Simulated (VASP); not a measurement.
Wanted: the native input for a VASP 6.6.1 run.

- Task: single point
- Functional: PBE
- Dispersion: D3(BJ)
- Potentials or basis: VASP PAW PBE potentials, release 64 (S, W_sv)
- Cutoff: 520 eV
- k mesh: 9 × 9 × 1
- Occupations: gaussian, width 0.05 eV
- Spin: no spin polarisation
- Dipole correction: yes
- Further INCAR settings: ALGO = Normal; EDIFF = 1e-07; NBANDS = 35

The structure of WS2 lies in POSCAR:

```
WS2
1.0
    3.1595457497      0.0000000000      0.0000000000
   -1.5797728749      2.7362468836      0.0000000000
    0.0000000000      0.0000000000     23.8042575719
S W
4 2
Direct
    0.3333333333      0.6666666667      0.1890418126
    0.3333333333      0.6666666667      0.3214605103
    0.6666666667      1.3333333333      0.4827761904
    0.6666666667      1.3333333333      0.6151948880
    0.6666666667      0.3333333333      0.2552511581
    0.3333333333      1.6666666667      0.5489855359
```

The input as run:

INCAR

```
PREC     = Accurate       # precision mode
ENCUT    = 520            # plane-wave cutoff, eV
EDIFF    = 1E-7           # SCF threshold, eV
ISMEAR   = 0              # smearing method
SIGMA    = 0.05           # smearing width, eV
LREAL    = F              # projectors in reciprocal space
LASPH    = T              # aspherical terms in the spheres
NELM     = 100            # most SCF steps
ALGO     = Normal         # electronic algorithm
ISIF     = 2              # what is computed and relaxed
LWAVE    = F              # write WAVECAR
LCHARG   = F              # write CHGCAR
LDIPOL   = T            
IDIPOL   = 3            
DIPOL    = 0.5 0.5 0.402
GGA      = PE             # functional
IVDW     = 12             # dispersion correction
NBANDS   = 35             # bands
```

KPOINTS

```
Automatic mesh
0
Gamma
  9 9 1
```

Potentials or basis: VASP PAW PBE potentials, release 64 (S, W_sv).

Run with:

```console
$ cat potpaw_PBE.64/S/POTCAR potpaw_PBE.64/W_sv/POTCAR > POTCAR
$ mpirun -np 1 vasp_std > vasp.out
```

It gave:

```json
{
  "Largest force": "0.079 eV/Å",
  "Band gap on the k mesh": "1.87 eV (least direct gap 1.91 eV)",
  "Dispersion energy per atom": "-0.342 eV"
}
```

Caveat: spin-orbit coupling is left out, which moves the levels of the heavy elements.

Run time: 4.6 min on 1 thread of Intel Xeon 8259CL, with other jobs on the host, peak memory 0.34 GiB.
